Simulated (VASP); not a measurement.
# In2S (P-4m2) in VASP: single point with PBE

Aim: the single point of In2S with PBE.

Everything below comes from runs of VASP 6.6.1. Logs are shortened: lines on timing, memory, paths and dates and some standing lists are left out, and cuts for length are marked.

**1. The cell of the first run**

The structure is tetragonal, space group P-4m2 (No. 115). Conventional cell: a = 3.945 Å, b = 3.945 Å, c = 5.443 Å, α = 90.00°, β = 90.00°, γ = 90.00°. In (site symmetry 2mm) has 2 S at 2.70 Å and 4 In at 3.30 Å within 3.6 Å. Within 3.6 Å of S (site symmetry -4m2) lie 4 In at 2.70 Å.

**2. Single point, PBE**

Input file POSCAR:

```
In2S
1.0
    3.9451609647      0.0000000000      0.0000000000
    0.0000000000      3.9451609647      0.0000000000
    0.0000000000      0.0000000000      5.4434913130
In S
2 1
Direct
    0.5000000000      0.0000000000      0.6618436126
    0.0000000000      0.5000000000      0.3381563874
    0.0000000000      0.0000000000      0.0000000000
```

Input file INCAR.step1:

```
SYSTEM = In2S
ALGO = Normal
EDIFF = 1E-7
ENCUT = 520
GGA = PE
ISIF = 2
ISMEAR = 0
LASPH = .TRUE.
LCHARG = .TRUE.
LREAL = .FALSE.
LWAVE = .FALSE.
NBANDS = 23
NELM = 80
PREC = Accurate
SIGMA = 0.1
```

Input file KPOINTS.step1:

```
k-points
0
G
  12 12 8
  0 0 0
```

Input file INCAR.step2:

```
SYSTEM = In2S
ALGO = Normal
EDIFF = 1E-7
ENCUT = 520
GGA = PE
ICHARG = 11
ISIF = 2
ISMEAR = -5
LASPH = .TRUE.
LCHARG = .FALSE.
LORBIT = 11
LREAL = .FALSE.
LWAVE = .FALSE.
NEDOS = 2001
NELM = 80
PREC = Accurate
SIGMA = 0.1
```

Input file KPOINTS.step2:

```
k-points
0
G
  18 18 12
  0 0 0
```

Potentials or basis: VASP PAW PBE potentials, release 64 (In_d, S).

Launch:

```
cat potpaw_PBE.64/In_d/POTCAR potpaw_PBE.64/S/POTCAR > POTCAR
cp INCAR.step1 INCAR
cp KPOINTS.step1 KPOINTS
mpirun -np 1 vasp_std > vasp.out
cp INCAR.step2 INCAR
cp KPOINTS.step2 KPOINTS
mpirun -np 1 vasp_std > vasp.out
```

OUTCAR:

```text
SYSTEM = In2S
   EDIFF = 1E-7
   ENCUT = 520
   GGA = PE
   ICHARG = 11
   ISIF = 2
   ISMEAR = -5
   LASPH = .TRUE.
   LORBIT = 11
   LREAL = .FALSE.
   NELM = 80
   PREC = Accurate

 ion  position               nearest neighbor table
   1  0.500  0.000  0.662-   3 2.70   3 2.70   2 3.30   2 3.30   2 3.30   2 3.30
   2  0.000  0.500  0.338-   3 2.70   3 2.70   1 3.30   1 3.30   1 3.30   1 3.30
   3  0.000  0.000  0.000-   1 2.70   2 2.70   2 2.70   1 2.70

  LATTYP: Found a simple tetragonal cell.
 ALAT       =     3.9451609647
 C/A-ratio  =     1.3797894083

  Lattice vectors:

 A1 = (   3.9451609647,   0.0000000000,   0.0000000000)
 A2 = (   0.0000000000,   3.9451609647,   0.0000000000)
 A3 = (   0.0000000000,   0.0000000000,   5.4434913130)

Analysis of symmetry for initial positions (statically):
=====================================================================
 Subroutine PRICEL returns:
 Original cell was already a primitive cell.

 Routine SETGRP: Setting up the symmetry group for a
 simple tetragonal supercell.

 Subroutine GETGRP returns: Found  8 space group operations
 (whereof  8 operations were pure point group operations)
 out of a pool of 16 trial point group operations.

The static configuration has the point symmetry D_2d.

Analysis of symmetry for dynamics (positions and initial velocities):
=====================================================================
 Subroutine PRICEL returns:
 Original cell was already a primitive cell.

 Routine SETGRP: Setting up the symmetry group for a
 simple tetragonal supercell.

 Subroutine GETGRP returns: Found  8 space group operations
 (whereof  8 operations were pure point group operations)
 out of a pool of 16 trial point group operations.

The dynamic configuration has the point symmetry D_2d.

 Subroutine INISYM returns: Found  8 space group operations
 (whereof  8 operations are pure point group operations),
 and found     1 'primitive' translations

----------------------------------------------------------------------------------------

                                     Primitive cell

  volume of cell :      84.7241

  direct lattice vectors                    reciprocal lattice vectors
     3.945160965  0.000000000  0.000000000     0.253475082  0.000000000  0.000000000
     0.000000000  3.945160965  0.000000000     0.000000000  0.253475082  0.000000000
[... 94 lines left out ...]
   NFREE  =      0    steps in history (QN), initial steepest desc. (CG)
   ISIF   =      2    stress and relaxation
   ISYM   =      2    0-nonsym 1-usesym 2-fastsym
   POTIM  = 0.5000    time-step for ionic-motion
   TEBEG  =    0.0;   TEEND  =   0.0 temperature during run
   PSTRESS=    0.0 pullay stress
   NELECT =      32.0000    total number of electrons
   NUPDOWN=      -1.0000    fix difference up-down
   EMIN   =  10.00;   EMAX   =-10.00  energy-range for DOS
   EFERMI =   0.00;   METHOD = LEGACY
   ISMEAR =    -5;   SIGMA  =   0.10  broadening in eV -4-tet -1-fermi 0-gaus
   EFERMI_NEDOS =   21; number of points for ismear=-14 and -15
   IALGO  =     38    algorithm
   IMIX   =      4    mixing-type and parameters
     AMIX     =   0.40;   BMIX     =  1.00
     AMIX_MAG =   1.60;   BMIX_MAG =  1.00
  volume/ion in A,a.u.               =      28.24       190.58
  Fermi-wavevector in a.u.,A,eV,Ry     =   1.183375  2.236255 19.053287  1.400377
  Thomas-Fermi vector in A             =   2.319611
   LORBIT       =     11    0 simple, 1 ext, 2 COOP (PROOUT), +10 PAW based schemes
   GGA     = PE    functional components
   LHFCALC =     F    Hartree Fock is set to
   AEXX    =    0.0000 exact exchange contribution
   IVDW    =     0    specifies the selected vdW correction
   LEPSILON=     F    determine dielectric tensor
   LRPA    =     F    only Hartree local field effects (RPA)
 non-spin polarized calculation
 Fermi weights with tetrahedron method with Bloechl corrections
  energy-cutoff  :      520.00
  volume of cell :       84.72
 maximum number of plane-waves:      2317
 NGX is ok and might be reduce to    30

 number of electron      32.0000001 magnetization

 Free energy of the ion-electron system (eV)
  ---------------------------------------------------
  ext. energy  EPLUGINS =         0.00000000
  ---------------------------------------------------
  free energy    TOTEN  =       -10.06734414 eV

  energy without entropy =      -10.06734414  energy(sigma->0) =      -10.06734414

 E-fermi :   5.2454     XC(G=0):  -9.1726

 val. band max:        5.2396926075   @ k =   0.1667   0.1111   0.2500
 cond. band min:       5.1756795083   @ k =   0.3333   0.3333   0.1667
 fundamental gap:     -0.0640130992
 Fermi energy:         5.2453906501

 k-point     1 :       0.0000    0.0000    0.0000
  band No.  band energies     occupation
      1      -9.5282      2.00000
      2      -9.3226      2.00000
      3      -9.3098      2.00000
      4      -9.3098      2.00000
      5      -9.2911      2.00000
      6      -9.2254      2.00000
[... 541 lines left out ...]
     19       8.8197      0.00000
     20      10.1174      0.00000

 [... further k-points ...]

------------------------ aborting loop because EDIFF is reached ----------------------------------------

  FORCE on cell =-STRESS in cart. coord.  units (eV):
  Direction    XX          YY          ZZ          XY          YZ          ZX
  --------------------------------------------------------------------------------------
  -------------------------------------------------------------------------------------
  Total        0.0251460      0.0251460      0.0353876      0.0000000      0.0000000      0.0000000
  in kB        0.4755238      0.4755238      0.6691980      0.0000000      0.0000000      0.0000000
  external PRESSURE =       0.5400819 kB  Pullay stress =       0.0000000 kB

 VOLUME and BASIS-vectors are now :
 -----------------------------------------------------------------------------
  energy-cutoff  :      520.00
  volume of cell :       84.72
      direct lattice vectors                 reciprocal lattice vectors
     3.945160965  0.000000000  0.000000000     0.253475082  0.000000000  0.000000000
     0.000000000  3.945160965  0.000000000     0.000000000  0.253475082  0.000000000
     0.000000000  0.000000000  5.443491313     0.000000000  0.000000000  0.183705630

 POSITION                                       TOTAL-FORCE (eV/Angst)
 -----------------------------------------------------------------------------------
      1.97258      0.00000      3.60274         0.000000     -0.000000     -0.007877
      0.00000      1.97258      1.84075         0.000000      0.000000      0.007877
      0.00000      0.00000      0.00000         0.000000     -0.000000      0.000000
 -----------------------------------------------------------------------------------
    total drift:                                0.000000      0.000000      0.000000

  FREE ENERGIE OF THE ION-ELECTRON SYSTEM (eV)
  ---------------------------------------------------
  free  energy   TOTEN  =       -10.0673441435 eV

  energy  without entropy=      -10.0673441435  energy(sigma->0) =      -10.06734414

 total charge

# of ion       s       p       d       tot
------------------------------------------
    1        0.997   0.436   9.862  11.295
    2        0.997   0.436   9.862  11.295
    3        1.358   2.329   0.000   3.687
--------------------------------------------------
tot          3.352   3.200  19.725  26.277
```

OUTCAR.step1:

```text
SYSTEM = In2S
   EDIFF = 1E-7
   ENCUT = 520
   GGA = PE
   ISIF = 2
   ISMEAR = 0
[... 851 lines left out ...]
      1.97258      0.00000      3.60274         0.000000      0.000000     -0.006622
      0.00000      1.97258      1.84075        -0.000000      0.000000      0.006622
      0.00000      0.00000      0.00000        -0.000000      0.000000      0.000000
 -----------------------------------------------------------------------------------
    total drift:                                0.000000      0.000000      0.000000

  FREE ENERGIE OF THE ION-ELECTRON SYSTEM (eV)
  ---------------------------------------------------
  free  energy   TOTEN  =       -10.0681057335 eV

  energy  without entropy=      -10.0649187664  energy(sigma->0) =      -10.06651225
```

OSZICAR.step1:

```text
N       E                     dE             d eps       ncg     rms          rms(c)
DAV:   1     0.265402870605E+03    0.26540E+03   -0.15136E+04  6440   0.168E+03
DAV:   2     0.153462063350E+02   -0.25006E+03   -0.23999E+03  6580   0.398E+02
DAV:   3    -0.941675736999E+01   -0.24763E+02   -0.23941E+02  8278   0.133E+02
DAV:   4    -0.104968127304E+02   -0.10801E+01   -0.10782E+01  7357   0.293E+01
DAV:   5    -0.105495843186E+02   -0.52772E-01   -0.52767E-01 10283   0.595E+00    0.680E+00
DAV:   6    -0.100659765796E+02    0.48361E+00   -0.68528E-01  9513   0.124E+01    0.419E+00
DAV:   7    -0.100694812379E+02   -0.35047E-02   -0.32250E-01  8791   0.326E+00    0.188E+00
DAV:   8    -0.100681472630E+02    0.13340E-02   -0.22396E-02  9882   0.163E+00    0.509E-01
DAV:   9    -0.100679263637E+02    0.22090E-03   -0.53340E-03 10726   0.799E-01    0.224E-01
DAV:  10    -0.100679779878E+02   -0.51624E-04   -0.91605E-04  7941   0.247E-01    0.963E-02
DAV:  11    -0.100681083020E+02   -0.13031E-03   -0.28711E-04  9367   0.147E-01    0.266E-02
DAV:  12    -0.100680982456E+02    0.10056E-04   -0.47008E-05 10017   0.762E-02    0.253E-02
DAV:  13    -0.100681052379E+02   -0.69923E-05   -0.12941E-05  8363   0.227E-02    0.534E-03
DAV:  14    -0.100681055626E+02   -0.32468E-06   -0.94066E-07  7703   0.898E-03    0.443E-03
DAV:  15    -0.100681057107E+02   -0.14815E-06   -0.43687E-07  6321   0.576E-03    0.707E-04
DAV:  16    -0.100681057335E+02   -0.22726E-07   -0.53028E-08  5665   0.212E-03
   1 F= -.10068106E+02 E0= -.10066512E+02  d E =-.318697E-02
```

Run time: 9.5 min. Hardware: 1 thread of Intel Xeon 8259CL, shared host; peak memory 0.63 GiB.

What came out:

```
Valence electrons inside the program's atomic spheres : In 11.29; S 3.69
```

Caveat: spin-orbit coupling is left out, which moves the levels of the heavy elements; tetrahedron occupations give inexact forces and stress in metals.
